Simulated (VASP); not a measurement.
# GaSb (F-43m) in VASP: single point with LDA

Aim: the single point of GaSb with LDA.

Everything below comes from runs of VASP 6.6.1. Logs are shortened: lines on timing, memory, paths and dates and some standing lists are left out, and cuts for length are marked.

### Step 1. The cell of the first run

The structure is cubic, space group F-43m (No. 216). The conventional cell has a = 6.096 Å, b = 6.096 Å, c = 6.096 Å, α = 90.00°, β = 90.00°, γ = 90.00°. Within 3.5 Å of Ga (site symmetry -43m) lie 4 Sb at 2.64 Å. Sb (site symmetry -43m) has 4 Ga at 2.64 Å within 3.5 Å.

### Step 2. Single point, LDA, non-collinear spin, zero start, spin-orbit coupling

The input, INCAR:

```
SYSTEM = GaSb
ALGO = Normal ; EDIFF = 1E-7
ENCUT = 520 ; GGA_COMPAT = .False.
ISIF = 2 ; ISMEAR = 0
LASPH = .True. ; LCHARG = .True.
LORBIT = 11 ; LORBMOM = .True.
LREAL = .False. ; LSORBIT = .True.
LVHAR = .True. ; LWAVE = .False.
MAGMOM = 0 0 0 0 0 0 ; NBANDS = 30
NELM = 150 ; PREC = Accurate
SIGMA = 0.03
```

The input, KPOINTS:

```
k-points
0
Gamma
  8 8 8
  0 0 0
```

The input, POSCAR:

```
GaSb
1.0
    0.0000000000      3.0479500000      3.0479500000
    3.0479500000      0.0000000000      3.0479500000
    3.0479500000      3.0479500000      0.0000000000
Ga Sb
1 1
Direct
    0.0000000000      0.0000000000      0.0000000000
    0.2500000000      0.2500000000      0.2500000000
```

Potentials or basis: VASP PAW LDA potentials, release 64 (Ga_d, Sb).

Launch:

```
$ cat potpaw_LDA.64/Ga_d/POTCAR potpaw_LDA.64/Sb/POTCAR > POTCAR
$ mpirun -np 1 vasp_ncl > vasp.out
```

OUTCAR:

```text
SYSTEM = GaSb
   EDIFF = 1E-7
   ENCUT = 520
   ISIF = 2
   ISMEAR = 0
   LASPH = .True.
   LORBIT = 11
   LREAL = .False.
   LSORBIT = .True.
   NELM = 150
   PREC = Accurate

 ion  position               nearest neighbor table
   1  0.000  0.000  0.000-   2 2.64   2 2.64   2 2.64   2 2.64
   2  0.250  0.250  0.250-   1 2.64   1 2.64   1 2.64   1 2.64

  LATTYP: Found a face centered cubic cell.
 ALAT       =     6.0959000000

  Lattice vectors:

 A1 = (   0.0000000000,   3.0479500000,   3.0479500000)
 A2 = (   3.0479500000,   0.0000000000,   3.0479500000)
 A3 = (   3.0479500000,   3.0479500000,   0.0000000000)

Analysis of symmetry for initial positions (statically):
=====================================================================
 Subroutine PRICEL returns:
 Original cell was already a primitive cell.

 Routine SETGRP: Setting up the symmetry group for a
 face centered cubic supercell.

 Subroutine GETGRP returns: Found 24 space group operations
 (whereof 24 operations were pure point group operations)
 out of a pool of 48 trial point group operations.

The static configuration has the point symmetry T_d .

Analysis of symmetry for dynamics (positions and initial velocities):
=====================================================================
 Subroutine PRICEL returns:
 Original cell was already a primitive cell.

 Routine SETGRP: Setting up the symmetry group for a
 face centered cubic supercell.

 Subroutine GETGRP returns: Found 24 space group operations
 (whereof 24 operations were pure point group operations)
 out of a pool of 48 trial point group operations.

The dynamic configuration has the point symmetry T_d .

Analysis of structural, dynamic, and magnetic symmetry:
=====================================================================
 Subroutine PRICEL returns:
 Original cell was already a primitive cell.

 Routine SETGRP: Setting up the symmetry group for a
 face centered cubic supercell.

 Subroutine GETGRP returns: Found 24 space group operations
 (whereof 24 operations were pure point group operations)
 out of a pool of 48 trial point group operations.

The overall configuration has the point symmetry T_d .

 Subroutine INISYM returns: Found 24 space group operations
 (whereof 24 operations are pure point group operations),
 and found     1 'primitive' translations

----------------------------------------------------------------------------------------

                                     Primitive cell

  volume of cell :      56.6309

  direct lattice vectors                    reciprocal lattice vectors
     0.000000000  3.047950000  3.047950000    -0.164044686  0.164044686  0.164044686
     3.047950000  0.000000000  3.047950000     0.164044686 -0.164044686  0.164044686
     3.047950000  3.047950000  0.000000000     0.164044686  0.164044686 -0.164044686

  length of vectors
     4.310452227  4.310452227  4.310452227     0.284133730  0.284133730  0.284133730

  position of ions in fractional coordinates (direct lattice)
     0.000000000  0.000000000  0.000000000
     0.250000000  0.250000000  0.250000000

  ion indices of the primitive-cell ions
   primitive index   ion index
                 1           1
                 2           2

----------------------------------------------------------------------------------------

 KPOINTS: k-points

Automatic generation of k-mesh.
 Grid dimensions read from file:
 generate k-points for:    8    8    8

 Generating k-lattice:

  Cartesian coordinates                     Fractional coordinates (reciprocal lattice)
    -0.020505586  0.020505586  0.020505586     0.125000000  0.000000000  0.000000000
     0.020505586 -0.020505586  0.020505586     0.000000000  0.125000000  0.000000000
     0.020505586  0.020505586 -0.020505586     0.000000000  0.000000000  0.125000000

  Length of vectors
     0.035516716  0.035516716  0.035516716

  Shift w.r.t. Gamma in fractional coordinates (k-lattice)
     0.000000000  0.000000000  0.000000000

 Subroutine IBZKPT returns following result:
 ===========================================

 Found     43 irreducible k-points:

 Following reciprocal coordinates:
            Coordinates               Weight
  0.000000  0.000000  0.000000      1.000000
  0.125000  0.000000  0.000000      4.000000
 -0.125000  0.000000  0.000000      4.000000
  0.250000  0.000000  0.000000      4.000000
 -0.250000  0.000000  0.000000      4.000000
  0.375000  0.000000  0.000000      4.000000
[... 16 lines left out ...]
 -0.375000 -0.250000  0.000000     12.000000
  0.500000  0.250000  0.000000     12.000000
 [... further k-points ...]
[... 19 lines left out ...]
   LREAL  =      F    real-space projection
   EDIFFG = 0.1E-05   stopping-criterion for IOM
   NSW    =      0    number of steps for IOM
   IBRION =     -1    ionic relax: 0-MD 1-quasi-New 2-CG
   NFREE  =      0    steps in history (QN), initial steepest desc. (CG)
   ISIF   =      2    stress and relaxation
   ISYM   =      2    0-nonsym 1-usesym 2-fastsym
   POTIM  = 0.5000    time-step for ionic-motion
   TEBEG  =    0.0;   TEEND  =   0.0 temperature during run
   PSTRESS=    0.0 pullay stress
   NELECT =      18.0000    total number of electrons
   NUPDOWN=      -1.0000    fix difference up-down
   EMIN   =  10.00;   EMAX   =-10.00  energy-range for DOS
   EFERMI =   0.00;   METHOD = LEGACY
   ISMEAR =     0;   SIGMA  =   0.03  broadening in eV -4-tet -1-fermi 0-gaus
   EFERMI_NEDOS =   21; number of points for ismear=-14 and -15
   IALGO  =     38    algorithm
   IMIX   =      4    mixing-type and parameters
     AMIX     =   0.40;   BMIX     =  1.00
     AMIX_MAG =   1.60;   BMIX_MAG =  1.00
  volume/ion in A,a.u.               =      28.32       191.08
  Fermi-wavevector in a.u.,A,eV,Ry     =   1.117243  2.111284 16.983241  1.248233
  Thomas-Fermi vector in A             =   2.253865
   LORBIT       =     11    0 simple, 1 ext, 2 COOP (PROOUT), +10 PAW based schemes
   GGA     = CA    functional components
   LHFCALC =     F    Hartree Fock is set to
   AEXX    =    0.0000 exact exchange contribution
   IVDW    =     0    specifies the selected vdW correction
   LEPSILON=     F    determine dielectric tensor
   LRPA    =     F    only Hartree local field effects (RPA)
 Gauss-broadening in eV      SIGMA  =   0.03
  energy-cutoff  :      520.00
  volume of cell :       56.63
 maximum number of plane-waves:      3080
   NGX = 17   NGY = 17   NGZ = 17

 number of electron      18.0000000 magnetization       0.0000000      0.0000000      0.0000000

 number of electron      17.9999984 magnetization       0.0000000     -0.0000000      0.0000000

 number of electron      17.9999984 magnetization      -0.0000000      0.0000000     -0.0000000

 Free energy of the ion-electron system (eV)
  ---------------------------------------------------
  ext. energy  EPLUGINS =         0.00000000
  ---------------------------------------------------
  free energy    TOTEN  =        -8.73435957 eV

  energy without entropy =       -8.73429344  energy(sigma->0) =       -8.73432651

 E-fermi :   5.0245     XC(G=0):  -9.4423

 val. band max:        4.7521148266   @ k =  -0.1250   0.0000   0.0000
 cond. band min:       5.0245282655   @ k =   0.0000   0.0000   0.0000
 fundamental gap:      0.2724134389
 Fermi energy:         5.0245273077

 k-point     1 :       0.0000    0.0000    0.0000
  band No.  band energies     occupation
      1     -10.6304      1.00000
      2     -10.6304      1.00000
      3     -10.6304      1.00000
      4     -10.6304      1.00000
      5     -10.1941      1.00000
      6     -10.1941      1.00000
[... 781 lines left out ...]
     29      14.7544      0.00000
     30      14.8225      0.00000

 [... further k-points ...]
[... 5 lines left out ...]
  --------------------------------------------------------------------------------------
  -------------------------------------------------------------------------------------
  Total       -0.3398039     -0.3398039     -0.3398039     -0.0000000     -0.0000000      0.0000000
  in kB       -9.6135855     -9.6135855     -9.6135855     -0.0000000     -0.0000000      0.0000000
  external PRESSURE =      -9.6135855 kB  Pullay stress =       0.0000000 kB

 VOLUME and BASIS-vectors are now :
 -----------------------------------------------------------------------------
  energy-cutoff  :      520.00
  volume of cell :       56.63
      direct lattice vectors                 reciprocal lattice vectors
     0.000000000  3.047950000  3.047950000    -0.164044686  0.164044686  0.164044686
     3.047950000  0.000000000  3.047950000     0.164044686 -0.164044686  0.164044686
     3.047950000  3.047950000  0.000000000     0.164044686  0.164044686 -0.164044686

 POSITION                                       TOTAL-FORCE (eV/Angst)
 -----------------------------------------------------------------------------------
      0.00000      0.00000      0.00000        -0.000000     -0.000000     -0.000000
      1.52398      1.52398      1.52398         0.000000      0.000000      0.000000
 -----------------------------------------------------------------------------------
    total drift:                                0.000000      0.000000      0.000000

  FREE ENERGIE OF THE ION-ELECTRON SYSTEM (eV)
  ---------------------------------------------------
  free  energy   TOTEN  =        -8.7343595731 eV

  energy  without entropy=       -8.7342934429  energy(sigma->0) =       -8.73432651

 orbital moment (x)

 # of ion     p       d       tot
 ----------------------------------------
  1         0.000  -0.000   0.000
  2        -0.000  -0.000  -0.000
 ----------------------------------------
            0.000  -0.000   0.000

 orbital moment (y)

 # of ion     p       d       tot
 ----------------------------------------
  1        -0.000  -0.000  -0.000
  2         0.000  -0.000   0.000
 ----------------------------------------
           -0.000  -0.000  -0.000

 orbital moment (z)

 # of ion     p       d       tot
 ----------------------------------------
  1         0.000  -0.000  -0.000
  2         0.000   0.000   0.000
 ----------------------------------------
            0.000   0.000   0.000

 Spin-Orbit-Coupling matrix elements

 Ion:    1  E_soc:     -0.0131418
 l=   1
     0.0000000    -0.0013642    -0.0013642
    -0.0013642     0.0000000    -0.0013642
    -0.0013642    -0.0013642     0.0000000
 l=   2
     0.0000000    -0.0001543     0.0000000    -0.0001543    -0.0006719
    -0.0001543     0.0000000    -0.0005039    -0.0001543    -0.0001680
     0.0000000    -0.0005039     0.0000000    -0.0005039     0.0000000
    -0.0001543    -0.0001543    -0.0005039     0.0000000    -0.0001680
    -0.0006719    -0.0001680     0.0000000    -0.0001680     0.0000000
 l=   3
     0.0000000     0.0000000     0.0000000     0.0000000     0.0000000     0.0000000     0.0000000
     0.0000000     0.0000000     0.0000000     0.0000000     0.0000000     0.0000000     0.0000000
     0.0000000     0.0000000     0.0000000     0.0000000     0.0000000     0.0000000     0.0000000
     0.0000000     0.0000000     0.0000000     0.0000000     0.0000000     0.0000000     0.0000000
     0.0000000     0.0000000     0.0000000     0.0000000     0.0000000     0.0000000     0.0000000
     0.0000000     0.0000000     0.0000000     0.0000000     0.0000000     0.0000000     0.0000000
     0.0000000     0.0000000     0.0000000     0.0000000     0.0000000     0.0000000     0.0000000

 Ion:    2  E_soc:     -0.1310322
 l=   1
     0.0000000    -0.0216573    -0.0216573
    -0.0216573     0.0000000    -0.0216573
    -0.0216573    -0.0216573     0.0000000
 l=   2
     0.0000000    -0.0000687     0.0000000    -0.0000687    -0.0001126
    -0.0000687     0.0000000    -0.0000845    -0.0000687    -0.0000282
     0.0000000    -0.0000845     0.0000000    -0.0000845     0.0000000
    -0.0000687    -0.0000687    -0.0000845     0.0000000    -0.0000282
    -0.0001126    -0.0000282     0.0000000    -0.0000282     0.0000000
 l=   3
     0.0000000     0.0000000     0.0000000     0.0000000     0.0000000     0.0000000     0.0000000
     0.0000000     0.0000000     0.0000000     0.0000000     0.0000000     0.0000000     0.0000000
     0.0000000     0.0000000     0.0000000     0.0000000     0.0000000     0.0000000     0.0000000
     0.0000000     0.0000000     0.0000000     0.0000000     0.0000000     0.0000000     0.0000000
     0.0000000     0.0000000     0.0000000     0.0000000     0.0000000     0.0000000     0.0000000
     0.0000000     0.0000000     0.0000000     0.0000000     0.0000000     0.0000000     0.0000000
     0.0000000     0.0000000     0.0000000     0.0000000     0.0000000     0.0000000     0.0000000

 total charge

# of ion       s       p       d       tot
------------------------------------------
    1        0.922   0.776   9.963  11.662
    2        1.138   1.351   0.030   2.519
--------------------------------------------------
tot          2.060   2.127   9.993  14.181

 magnetization (x)

# of ion       s       p       d       tot
------------------------------------------
    1       -0.000   0.000   0.000  -0.000
    2        0.000   0.000   0.000   0.000
--------------------------------------------------
tot         -0.000   0.000   0.000   0.000

 magnetization (y)

# of ion       s       p       d       tot
------------------------------------------
    1        0.000   0.000   0.000   0.000
    2        0.000   0.000  -0.000   0.000
--------------------------------------------------
tot          0.000   0.000  -0.000   0.000

 magnetization (z)

# of ion       s       p       d       tot
------------------------------------------
    1       -0.000   0.000   0.000  -0.000
    2        0.000   0.000  -0.000   0.000
--------------------------------------------------
tot         -0.000   0.000  -0.000  -0.000
```

It took 3.3 min on 1 thread of Intel Xeon 8259CL, shared host; peak memory 0.31 GiB.

What came out:

```
Free energy                                           : -8.7344 eV
Pressure                                              : -1.0 GPa
Net moment                                            : 0.00 μB per cell
Valence electrons inside the program's atomic spheres : Ga 11.66; Sb 2.52
```

Moments on the atoms (μB; x, y, z):
```
Ga  0.00 0.00 0.00
Sb  0.00 0.00 0.00
```
